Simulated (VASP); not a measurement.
# WS2 in VASP: relaxation of the atoms with LDA

Aim: the relaxation of the atoms of WS2 with LDA.

Everything below comes from runs of VASP 6.6.1. Logs are shortened: lines on timing, memory, paths and dates and some standing lists are left out, and cuts for length are marked.

**1. The cell of the first run**

The cell holds a slab with vacuum, 3 atoms: a = 3.121 Å, b = 3.121 Å, c = 20.000 Å, α = 90.00°, β = 90.00°, γ = 120.00°.

**2. Relaxation of the atoms, LDA**

Contents of INCAR:

```
PREC = Accurate ; ENCUT = 520
EDIFF = 1E-7 ; ISMEAR = 0
SIGMA = 0.01 ; LREAL = False
LASPH = True ; NELM = 60
ALGO = Normal ; ISIF = 2
LWAVE = False ; LCHARG = False
IBRION = 2 ; NSW = 80
EDIFFG = -0.001
```

Contents of KPOINTS:

```
Automatic mesh
0
Gamma
  15 15 1
```

Contents of POSCAR:

```
WS2
1.0
    3.1214700000      0.0000000000      0.0000000000
   -1.5607350000      2.7032723170      0.0000000000
    0.0000000000      0.0000000000     20.0000000000
W S
1 2
Direct
    0.3333333330      0.6666666670      0.5000000000
    0.6666666670      0.3333333330      0.5785500000
    0.6666666670      0.3333333330      0.4214500000
```

Potentials or basis: VASP PAW LDA potentials, release 64 (W_sv, S).

Run with:

```bash
> cat potpaw_LDA.64/W_sv/POTCAR potpaw_LDA.64/S/POTCAR > POTCAR
> mpirun -np 1 vasp_std > vasp.out
```

OUTCAR:

```text
PREC = Accurate
   ENCUT = 520
   EDIFF = 1E-7
   ISMEAR = 0
   LREAL = False
   LASPH = True
   NELM = 60
   ISIF = 2
   IBRION = 2
   NSW = 80
   EDIFFG = -0.001

 ion  position               nearest neighbor table
   1  0.333  0.667  0.500-   2 2.39   3 2.39   2 2.39   3 2.39   2 2.39   3 2.39
   2  0.667  0.333  0.579-   1 2.39   1 2.39   1 2.39
   3  0.667  0.333  0.421-   1 2.39   1 2.39   1 2.39

  LATTYP: Found a hexagonal cell.
 ALAT       =     3.1214700000
 C/A-ratio  =     6.4072376156

  Lattice vectors:

 A1 = (   3.1214700000,   0.0000000000,   0.0000000000)
 A2 = (  -1.5607350000,   2.7032723170,   0.0000000000)
 A3 = (   0.0000000000,   0.0000000000,  20.0000000000)

Analysis of symmetry for initial positions (statically):
=====================================================================
 Subroutine PRICEL returns:
 Original cell was already a primitive cell.

 Routine SETGRP: Setting up the symmetry group for a
 hexagonal supercell.

 Subroutine GETGRP returns: Found 12 space group operations
 (whereof 12 operations were pure point group operations)
 out of a pool of 24 trial point group operations.

The static configuration has the point symmetry D_3h.

Analysis of symmetry for dynamics (positions and initial velocities):
=====================================================================
 Subroutine PRICEL returns:
 Original cell was already a primitive cell.

 Routine SETGRP: Setting up the symmetry group for a
 hexagonal supercell.

 Subroutine GETGRP returns: Found 12 space group operations
 (whereof 12 operations were pure point group operations)
 out of a pool of 24 trial point group operations.

The dynamic configuration has the point symmetry D_3h.

 Subroutine INISYM returns: Found 12 space group operations
 (whereof 12 operations are pure point group operations),
 and found     1 'primitive' translations

----------------------------------------------------------------------------------------

                                     Primitive cell

  volume of cell :     168.7637

  direct lattice vectors                    reciprocal lattice vectors
[... 148 lines left out ...]
  in kB        0.4194453      0.4194453     -4.3765212      0.0000000      0.0000000      0.0000000
  external PRESSURE =      -1.1792102 kB  Pullay stress =       0.0000000 kB

 VOLUME and BASIS-vectors are now :
 -----------------------------------------------------------------------------
  energy-cutoff  :      520.00
  volume of cell :      168.76
      direct lattice vectors                 reciprocal lattice vectors
     3.121470000  0.000000000  0.000000000     0.320361881  0.184961018  0.000000000
    -1.560735000  2.703272317  0.000000000     0.000000000  0.369922036  0.000000000
     0.000000000  0.000000000 20.000000000     0.000000000  0.000000000  0.050000000

 POSITION                                       TOTAL-FORCE (eV/Angst)
 -----------------------------------------------------------------------------------
     -0.00000      1.80218     10.00000        -0.000000      0.000000      0.000000
      1.56074      0.90109     11.57100         0.000000     -0.000000     -0.138013
      1.56074      0.90109      8.42900         0.000000     -0.000000      0.138013
 -----------------------------------------------------------------------------------
    total drift:                                0.000000     -0.000000      0.000000

  FREE ENERGIE OF THE ION-ELECTRON SYSTEM (eV)
  ---------------------------------------------------
  free  energy   TOTEN  =       -26.1511832679 eV

  energy  without entropy=      -26.1511832679  energy(sigma->0) =      -26.15118327

--------------------------------------- Ionic step        2  -------------------------------------------

 number of electron      25.9999996 magnetization

 Free energy of the ion-electron system (eV)
  ---------------------------------------------------
  ext. energy  EPLUGINS =         0.00000000
  ---------------------------------------------------
  free energy    TOTEN  =       -26.15210685 eV

  energy without entropy =      -26.15210685  energy(sigma->0) =      -26.15210685

 E-fermi :  -1.8221     XC(G=0):  -3.9923

 val. band max:       -1.9555256674   @ k =   0.3333   0.3333   0.0000
 cond. band min:       0.0690380502   @ k =   0.3333   0.3333   0.0000
 fundamental gap:      2.0245637177
 Fermi energy:        -1.8221100291

 k-point     1 :       0.0000    0.0000    0.0000
  band No.  band energies     occupation
      1     -75.3987      2.00000
      2     -39.9657      2.00000
      3     -39.7363      2.00000
      4     -39.7363      2.00000
      5     -16.8638      2.00000
      6     -15.1365      2.00000
[... 457 lines left out ...]
      4     -39.8805      2.00000
      5     -14.2900      2.00000
      6     -14.2090      2.00000
[... 9 lines left out ...]
     16       1.9530      0.00000
     17       3.3143      0.00000

 [... further k-points ...]

------------------------ aborting loop because EDIFF is reached ----------------------------------------

  FORCE on cell =-STRESS in cart. coord.  units (eV):
  Direction    XX          YY          ZZ          XY          YZ          ZX
  --------------------------------------------------------------------------------------
  -------------------------------------------------------------------------------------
  Total        0.2045602      0.2045602     -0.0289602      0.0000000      0.0000000      0.0000000
  in kB        1.9420158      1.9420158     -0.2749372      0.0000000      0.0000000      0.0000000
  external PRESSURE =       1.2030315 kB  Pullay stress =       0.0000000 kB

 VOLUME and BASIS-vectors are now :
 -----------------------------------------------------------------------------
  energy-cutoff  :      520.00
  volume of cell :      168.76
      direct lattice vectors                 reciprocal lattice vectors
     3.121470000  0.000000000  0.000000000     0.320361881  0.184961018  0.000000000
    -1.560735000  2.703272317  0.000000000     0.000000000  0.369922036  0.000000000
     0.000000000  0.000000000 20.000000000     0.000000000  0.000000000  0.050000000

 POSITION                                       TOTAL-FORCE (eV/Angst)
 -----------------------------------------------------------------------------------
     -0.00000      1.80218     10.00000         0.000000      0.000000      0.000000
      1.56074      0.90109     11.56434        -0.000000     -0.000000     -0.000284
      1.56074      0.90109      8.43566        -0.000000      0.000000      0.000284
 -----------------------------------------------------------------------------------
    total drift:                                0.000000     -0.000000      0.000000

  FREE ENERGIE OF THE ION-ELECTRON SYSTEM (eV)
  ---------------------------------------------------
  free  energy   TOTEN  =       -26.1521068549 eV

  energy  without entropy=      -26.1521068549  energy(sigma->0) =      -26.15210685

 reached required accuracy - stopping structural energy minimisation
```

CONTCAR:

```text
WS2
   1.00000000000000
     3.1214700000000000    0.0000000000000000    0.0000000000000000
    -1.5607350000000000    2.7032723170000001    0.0000000000000000
     0.0000000000000000    0.0000000000000000   20.0000000000000000
  W               S
     1     2
Direct
     0.3333333329999988    0.6666666670000012    0.5000000000000000
     0.6666666670000012    0.3333333329999988    0.5782170936667530
     0.6666666670000012    0.3333333329999988    0.4217829063332470

  0.00000000E+00  0.00000000E+00  0.00000000E+00
  0.00000000E+00  0.00000000E+00  0.00000000E+00
  0.00000000E+00  0.00000000E+00  0.00000000E+00
```

It took 100 s on 1 thread of AMD EPYC 7R13 (Zen 3), shared host; peak memory 0.24 GiB.

What came out:

```
Free energy               : -26.1521 eV
Energy gained by relaxing : 0.3 meV/atom
Ionic steps               : 2
Band gap on the k mesh    : 2.02 eV
```

Step by step:
| step | energy change (eV) | largest force (eV/Å) | pressure (GPa) |
| --- | --- | --- | --- |
| 1 | 0.0000 | 0.1380 | -0.12 |
| 2 | -0.0009 | 0.0003 | 0.12 |

Final structure:
```cif
data_structure
_symmetry_space_group_name_H-M 'P 1'
_symmetry_Int_Tables_number 1
_cell_length_a 3.1215
_cell_length_b 3.1215
_cell_length_c 20.0000
_cell_angle_alpha 90.000
_cell_angle_beta 90.000
_cell_angle_gamma 120.000
_cell_volume 168.76
loop_
_atom_site_label
_atom_site_type_symbol
_atom_site_fract_x
_atom_site_fract_y
_atom_site_fract_z
_atom_site_occupancy
W1 W 0.33333 0.66667 0.50000 1
S1 S 0.66667 0.33333 0.57822 1
S2 S 0.66667 0.33333 0.42178 1
```

Levels at points of the mesh, in eV from the valence-band top:
```
           k point  band 11  band 12  band 13  band 14  band 15  band 16
(0.00, 0.00, 0.00)    -1.54    -1.54    -0.19     3.06     3.06     3.25
```

Caveat: spin-orbit coupling is left out, which moves the levels of the heavy elements.
